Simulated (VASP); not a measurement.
# HfC (Fm-3m) in VASP: further runs

Runs on HfC. Level: PBE. Tasks: single point, relaxation of cell and atoms.

All numbers are computed with VASP 6.6.1; they aren't measurements. Logs are shortened: lines on timing, memory, paths and dates and some standing lists are left out, and cuts for length are marked.

## Step 1: The cell of the first run

The structure is cubic, space group Fm-3m (No. 225). The conventional cell has a = 4.650 Å, b = 4.650 Å, c = 4.650 Å, α = 90.00°, β = 90.00°, γ = 90.00°. Within 3.1 Å of Hf (site symmetry m-3m) lie 6 C at 2.33 Å. Within 3.1 Å of C (site symmetry m-3m) lie 6 Hf at 2.33 Å.

## Step 2: Single point, PBE

Input file INCAR:

```
SYSTEM = HfC
PREC = Accurate
ENCUT = 520
EDIFF = 1E-6
ISMEAR = 0
SIGMA = 0.016
LREAL = .False.
LASPH = .True.
NELM = 80
ALGO = Normal
ISIF = 2
LWAVE = .False.
LCHARG = .False.
GGA = PE
NBANDS = 14
```

Input file KPOINTS:

```
Automatic mesh
0
Gamma
  10 10 10
  0 0 0
```

Input file POSCAR:

```
HfC
1.0
    0.0000000000      2.3250000000      2.3250000000
    2.3250000000      0.0000000000      2.3250000000
    2.3250000000      2.3250000000      0.0000000000
Hf C
1 1
Direct
    0.5000000000      0.5000000000      0.5000000000
    0.0000000000      0.0000000000      0.0000000000
```

Potentials or basis: VASP PAW PBE potentials, release 64 (Hf_pv, C).

The run is started by

```
> cat potpaw_PBE.64/Hf_pv/POTCAR potpaw_PBE.64/C/POTCAR > POTCAR
> mpirun -np 1 vasp_std > vasp.out
```

OUTCAR:

```text
SYSTEM = HfC
   PREC = Accurate
   ENCUT = 520
   EDIFF = 1E-6
   ISMEAR = 0
   LREAL = .False.
   LASPH = .True.
   NELM = 80
   ISIF = 2
   GGA = PE

 ion  position               nearest neighbor table
   1  0.500  0.500  0.500-   2 2.33   2 2.33   2 2.33   2 2.33   2 2.33   2 2.33
   2  0.000  0.000  0.000-   1 2.33   1 2.33   1 2.33   1 2.33   1 2.33   1 2.33

  LATTYP: Found a face centered cubic cell.
 ALAT       =     4.6500000000

  Lattice vectors:

 A1 = (   0.0000000000,   2.3250000000,   2.3250000000)
 A2 = (   2.3250000000,   0.0000000000,   2.3250000000)
 A3 = (   2.3250000000,   2.3250000000,   0.0000000000)

Analysis of symmetry for initial positions (statically):
=====================================================================
 Subroutine PRICEL returns:
 Original cell was already a primitive cell.

 Routine SETGRP: Setting up the symmetry group for a
 face centered cubic supercell.

 Subroutine GETGRP returns: Found 48 space group operations
 (whereof 48 operations were pure point group operations)
 out of a pool of 48 trial point group operations.

The static configuration has the point symmetry O_h .

Analysis of symmetry for dynamics (positions and initial velocities):
=====================================================================
 Subroutine PRICEL returns:
 Original cell was already a primitive cell.

 Routine SETGRP: Setting up the symmetry group for a
 face centered cubic supercell.

 Subroutine GETGRP returns: Found 48 space group operations
 (whereof 48 operations were pure point group operations)
 out of a pool of 48 trial point group operations.

The dynamic configuration has the point symmetry O_h .

 Subroutine INISYM returns: Found 48 space group operations
 (whereof 48 operations are pure point group operations),
 and found     1 'primitive' translations

----------------------------------------------------------------------------------------

                                     Primitive cell

  volume of cell :      25.1362

  direct lattice vectors                    reciprocal lattice vectors
     0.000000000  2.325000000  2.325000000    -0.215053763  0.215053763  0.215053763
     2.325000000  0.000000000  2.325000000     0.215053763 -0.215053763  0.215053763
     2.325000000  2.325000000  0.000000000     0.215053763  0.215053763 -0.215053763

  length of vectors
     3.288046533  3.288046533  3.288046533     0.372484045  0.372484045  0.372484045

  position of ions in fractional coordinates (direct lattice)
[... 83 lines left out ...]
   IBRION =     -1    ionic relax: 0-MD 1-quasi-New 2-CG
   NFREE  =      0    steps in history (QN), initial steepest desc. (CG)
   ISIF   =      2    stress and relaxation
   ISYM   =      2    0-nonsym 1-usesym 2-fastsym
   POTIM  = 0.5000    time-step for ionic-motion
   TEBEG  =    0.0;   TEEND  =   0.0 temperature during run
   PSTRESS=    0.0 pullay stress
   NELECT =      14.0000    total number of electrons
   NUPDOWN=      -1.0000    fix difference up-down
   EMIN   =  10.00;   EMAX   =-10.00  energy-range for DOS
   EFERMI =   0.00;   METHOD = LEGACY
   ISMEAR =     0;   SIGMA  =   0.02  broadening in eV -4-tet -1-fermi 0-gaus
   EFERMI_NEDOS =   21; number of points for ismear=-14 and -15
   IALGO  =     38    algorithm
   IMIX   =      4    mixing-type and parameters
     AMIX     =   0.40;   BMIX     =  1.00
     AMIX_MAG =   1.60;   BMIX_MAG =  1.00
  volume/ion in A,a.u.               =      12.57        84.81
  Fermi-wavevector in a.u.,A,eV,Ry     =   1.346949  2.545365 24.684672  1.814272
  Thomas-Fermi vector in A             =   2.474740
   LORBIT       =      0    0 simple, 1 ext, 2 COOP (PROOUT), +10 PAW based schemes
   GGA     = PE    functional components
   LHFCALC =     F    Hartree Fock is set to
   AEXX    =    0.0000 exact exchange contribution
   IVDW    =     0    specifies the selected vdW correction
   LEPSILON=     F    determine dielectric tensor
   LRPA    =     F    only Hartree local field effects (RPA)
 non-spin polarized calculation
 Gauss-broadening in eV      SIGMA  =   0.02
  energy-cutoff  :      520.00
  volume of cell :       25.14
 maximum number of plane-waves:       700
   NGX = 13   NGY = 13   NGZ = 13

 number of electron      14.0000000 magnetization

 Free energy of the ion-electron system (eV)
  ---------------------------------------------------
  ext. energy  EPLUGINS =         0.00000000
  ---------------------------------------------------
  free energy    TOTEN  =       -21.04278104 eV

  energy without entropy =      -21.04264363  energy(sigma->0) =      -21.04271233

 E-fermi :   5.9698     XC(G=0): -12.2854

 val. band max:        5.9661949312   @ k =   0.1000   0.0000   0.0000
 cond. band min:       6.1055379472   @ k =   0.1000   0.1000   0.0000
 fundamental gap:      0.1393430160
 Fermi energy:         5.9698026148

 k-point     1 :       0.0000    0.0000    0.0000
  band No.  band energies     occupation
      1     -23.6174      2.00000
      2     -23.6174      2.00000
      3     -23.6174      2.00000
      4      -6.3571      2.00000
      5       6.9512      0.00000
      6       6.9512      0.00000
      7       6.9512      0.00000
      8       7.3453      0.00000
      9       7.3453      0.00000
     10       7.3453      0.00000
     11       9.3445      0.00000
     12       9.3445      0.00000
     13      12.7803      0.00000
     14      16.9543      0.00000
[... 377 lines left out ...]
      1     -24.1073      2.00000
      2     -23.8145      2.00000
      3     -23.7939      2.00000
      4      -4.2733      2.00000
      5       2.2370      2.00000
      6       4.1531      2.00000
      7       5.2406      2.00000
      8       6.1651      0.00000
      9      11.3180      0.00000
     10      12.3367      0.00000
     11      12.4656      0.00000
     12      14.2276      0.00000
     13      17.5391      0.00000
     14      18.6125      0.00000

 [... further k-points ...]
[... 5 lines left out ...]
  --------------------------------------------------------------------------------------
  -------------------------------------------------------------------------------------
  Total       -0.0710219     -0.0710219     -0.0710219      0.0000000     -0.0000000      0.0000000
  in kB       -4.5269316     -4.5269316     -4.5269316      0.0000000     -0.0000000      0.0000000
  external PRESSURE =      -4.5269316 kB  Pullay stress =       0.0000000 kB

 VOLUME and BASIS-vectors are now :
 -----------------------------------------------------------------------------
  energy-cutoff  :      520.00
  volume of cell :       25.14
      direct lattice vectors                 reciprocal lattice vectors
     0.000000000  2.325000000  2.325000000    -0.215053763  0.215053763  0.215053763
     2.325000000  0.000000000  2.325000000     0.215053763 -0.215053763  0.215053763
     2.325000000  2.325000000  0.000000000     0.215053763  0.215053763 -0.215053763

 POSITION                                       TOTAL-FORCE (eV/Angst)
 -----------------------------------------------------------------------------------
      2.32500      2.32500      2.32500        -0.000000     -0.000000     -0.000000
      0.00000      0.00000      0.00000         0.000000      0.000000      0.000000
 -----------------------------------------------------------------------------------
    total drift:                                0.000000     -0.000000      0.000000

  FREE ENERGIE OF THE ION-ELECTRON SYSTEM (eV)
  ---------------------------------------------------
  free  energy   TOTEN  =       -21.0427810367 eV

  energy  without entropy=      -21.0426436326  energy(sigma->0) =      -21.04271233
```

stdout:

```text
POSCAR found type information on POSCAR HfC
 POSCAR found :  2 types and       2 ions
 scaLAPACK will be used
 LDA part: xc-table for (Slater+PW92), standard interpolation
 POSCAR, INCAR and KPOINTS ok, starting setup
 FFT: planning ... GRIDC
 FFT: planning ... GRID_SOFT
 FFT: planning ... GRID
 WAVECAR not read
 entering main loop
```

Run time: 8.9 s. Hardware: 1 thread of Intel Xeon 6975P-C, shared host; peak memory 0.15 GiB.

What came out:

```yaml
Free_energy: -21.0428 eV
Pressure: -0.5 GPa
Band_gap_on_the_k_mesh: zero (band 7 reaches 6.95 eV, above the bottom of band 8 at 5.55 eV)
```

Caveat: spin-orbit coupling is left out, which moves the levels of the heavy elements.

## Step 3: Relaxation of cell and atoms, PBE, target pressure 10 GPa, at which the enthalpy is minimised

Input file INCAR:

```
SYSTEM = HfC
  PREC = Accurate
  ENCUT = 600
  EDIFF = 1E-7
  ISMEAR = -1
  SIGMA = 0.05
  LREAL = .False.
  LASPH = .True.
  NELM = 60
  ALGO = Normal
  ISIF = 3
  LWAVE = .False.
  LCHARG = .False.
  GGA = PE
  IBRION = 2
  NSW = 80
  EDIFFG = -0.02
  PSTRESS = 100.0
```

KPOINTS is that of step 2.

POSCAR is that of step 2.

Potentials or basis: VASP PAW PBE potentials, release 64 (Hf_pv, C).

The run is started by

```
> cat potpaw_PBE.64/Hf_pv/POTCAR potpaw_PBE.64/C/POTCAR > POTCAR
> mpirun -np 1 vasp_std > vasp.out
```

It took 24 s on 1 thread of Intel Xeon 6975P-C (Granite Rapids), shared host; peak memory 0.17 GiB.

Results (log left out):

```
Free energy                                            : -21.0169 eV
Relaxed volume                                         : 12.07 Å³/atom
Relaxed cell                                           : a = 3.244 Å, b = 3.244 Å, c = 3.244 Å, α = 60.00°, β = 60.00°, γ = 60.00°
Space group after relaxing (to 0.05 Å)                 : Fm-3m (No. 225)
Energy change on relaxing (the enthalpy is what falls) : +14.2 meV/atom
Ionic steps                                            : 4
Pressure after relaxing                                : 10.0 GPa
Band gap on the k mesh                                 : zero (band 7 reaches 7.29 eV, above the bottom of band 8 at 5.87 eV)
```

Step by step:
| step | energy change (eV) | largest force (eV/Å) | pressure (GPa) | volume (Å³) |
| --- | --- | --- | --- | --- |
| 1 | 0.0000 | 0.0000 | -0.50 | 25.14 |
| 2 | 0.2897 | 0.0000 | 36.34 | 22.26 |
| 3 | 0.0271 | 0.0000 | 9.71 | 24.16 |
| 4 | 0.0285 | 0.0000 | 9.99 | 24.13 |

Final structure:
```
CELL_PARAMETERS angstrom
0.00000 2.29369 2.29369
2.29369 0.00000 2.29369
2.29369 2.29369 0.00000
ATOMIC_POSITIONS crystal
Hf 0.50000 0.50000 0.50000
C 0.00000 0.00000 0.00000
```

Levels at points of the mesh, in eV from the Fermi level:
```tsv
k point	band 5	band 6	band 7	band 8	band 9	band 10
(0.00, 0.00, 0.00)	1.00	1.00	1.00	1.39	1.39	1.39
(0.50, 0.00, 0.00)	-6.34	-3.14	-3.14	5.54	5.54	6.03
(0.50, 0.50, 0.00)	-2.56	-1.93	-0.07	-0.07	5.54	7.05
```

Caveat: the cell is relaxed towards a set pressure, so the enthalpy falls and the energy may rise; spin-orbit coupling is left out, which moves the levels of the heavy elements.

## Step 4: Relaxation of cell and atoms, PBE, target pressure 20 GPa, at which the enthalpy is minimised

Input file INCAR:

```
PREC = Accurate ; ENCUT = 600
EDIFF = 1E-7 ; ISMEAR = -1
SIGMA = 0.05 ; LREAL = F
LASPH = T ; NELM = 100
ALGO = Normal ; ISIF = 3
LWAVE = F ; LCHARG = F
GGA = PE ; IBRION = 2
NSW = 80 ; EDIFFG = -0.02
PSTRESS = 200.0
```

Input file KPOINTS:

```
Automatic mesh
0
Gamma
  10 10 10
```

POSCAR is that of step 3.

The run is started by

```
> cat potpaw_PBE.64/Hf_pv/POTCAR potpaw_PBE.64/C/POTCAR > POTCAR
> mpirun -np 1 vasp_std > vasp.out
```

Wall time 25 s (1 thread of Intel Xeon 6975P-C (Granite Rapids), shared host); peak memory 0.18 GiB.

The run converged. Its results:

- Free energy: -20.9449 eV
- Relaxed volume: 11.68 Å³/atom
- Relaxed cell: a = 3.208 Å, b = 3.208 Å, c = 3.208 Å, α = 60.00°, β = 60.00°, γ = 60.00°
- Space group after relaxing (to 0.05 Å): Fm-3m (No. 225)
- Energy change on relaxing (the enthalpy is what falls): +50.3 meV/atom
- Ionic steps: 4
- Pressure after relaxing: 19.8 GPa
- Band gap on the k mesh: zero (band 7 reaches 7.57 eV, above the bottom of band 8 at 6.14 eV)

The path:
| step | energy change (eV) | largest force (eV/Å) | pressure (GPa) | volume (Å³) |
| --- | --- | --- | --- | --- |
| 1 | 0.0000 | 0.0000 | -0.50 | 25.14 |
| 2 | 1.2691 | 0.0000 | 92.79 | 19.73 |
| 3 | 0.0901 | 0.0000 | 18.60 | 23.44 |
| 4 | 0.1005 | 0.0000 | 19.78 | 23.35 |

Final structure:
```yaml
crystal:
  lattice:
    - [0.00000, 2.26860, 2.26860]
    - [2.26860, 0.00000, 2.26860]
    - [2.26860, 2.26860, 0.00000]
  atoms:
    - { symbol: Hf, position: [0.50000, 0.50000, 0.50000] }
    - { symbol: C, position: [0.00000, 0.00000, 0.00000] }
```

Levels at points of the mesh, in eV from the Fermi level:
```
           k point  band 3  band 4  band 5  band 6  band 7  band 8  band 9  band 10  band 11
(0.00, 0.00, 0.00)  -29.22  -12.69    1.03    1.03    1.03    1.40    1.40     1.40     3.61
(0.50, 0.00, 0.00)  -29.31   -8.49   -6.49   -3.26   -3.26    5.74    5.74     6.25     6.92
(0.50, 0.50, 0.00)  -29.52  -10.77   -2.50   -2.05   -0.02   -0.02    5.74     7.33     7.33
```

Caveat: the cell is relaxed towards a set pressure, so the enthalpy falls and the energy may rise; spin-orbit coupling is left out, which moves the levels of the heavy elements.

## Step 5: Summary

| task | cell | cutoff (eV) | smearing | gap on the mesh (eV) | pressure (GPa) |
| --- | --- | --- | --- | --- | --- |
| single point | as given | 520 | gaussian 0.016 eV | none | -0.5 |
| relaxation of cell and atoms | relaxed to 10 GPa | 600 | fermi-dirac 0.05 eV | none | 10.0 |
| relaxation of cell and atoms | relaxed to 20 GPa | 600 | fermi-dirac 0.05 eV | none | 19.8 |

Alike in all rows: level PBE; potentials or basis VASP PAW PBE potentials, release 64 (Hf_pv, C); no spin polarisation; k mesh 10 × 10 × 10.

Caveats: spin-orbit coupling is left out, which moves the levels of the heavy elements; the cell is relaxed towards a set pressure, so the enthalpy falls and the energy may rise (some runs).

Total energies depend on the potentials used, so only differences within one code and one set of settings carry meaning.
